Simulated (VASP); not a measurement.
Runs of VASP 6.6.1 on B. The structure is that of space group P6_3/mmc (No. 194), or close to it. The cells are those of the table. 

| task | cell | k mesh | gap on the mesh (eV) | pressure (GPa) |
| --- | --- | --- | --- | --- |
| single point | a = 1.692, b = 1.692, c = 18.081 Å, angles 90.0, 90.0, 120.0°, 4 atoms | 23 × 23 × 2 | none | 5.0 |
| single point | a = 1.760, b = 1.760, c = 18.805 Å, angles 90.0, 90.0, 120.0°, 4 atoms | 23 × 23 × 2 | none | -10.8 |
| single point | a = 1.715, b = 1.715, c = 18.328 Å, angles 90.0, 90.0, 120.0°, 4 atoms | 27 × 27 × 3 | none | -0.8 |
| single point | a = 1.715, b = 1.715, c = 18.328 Å, angles 90.0, 90.0, 120.0°, 4 atoms | 23 × 23 × 2 | none | -1.3 |
| single point | a = 1.668, b = 1.668, c = 17.826 Å, angles 90.0, 90.0, 120.0°, 4 atoms | 23 × 23 × 2 | none | (a) |
| single point | a = 1.738, b = 1.738, c = 18.569 Å, angles 90.0, 90.0, 120.0°, 4 atoms | 23 × 23 × 2 | none | (b) |
| relaxation of cell and atoms | relaxed from a = 2.101, b = 2.101, c = 6.861 Å, angles 90.0, 90.0, 120.0°, 4 atoms | 17 × 17 × 5 | none | -0.1 |
| single point | a = 1.781, b = 1.781, c = 19.034 Å, angles 90.0, 90.0, 120.0°, 4 atoms | 23 × 23 × 2 | none | -14.1 |

Alike in all rows: level PBE; potentials or basis VASP PAW PBE potentials, release 64 (B); no spin polarisation; cutoff (eV) 500; smearing fermi-dirac 0.1 eV.

**Question.** Fill in the values left out.

**Answer.** (a) 12.5; (b) -6.5.

Caveats: this functional lacks dispersion, which binds the layers, so the pressure and a relaxed spacing across them are unreliable (some runs).

A gap of «none» marks levels without a gap at the run's occupations.
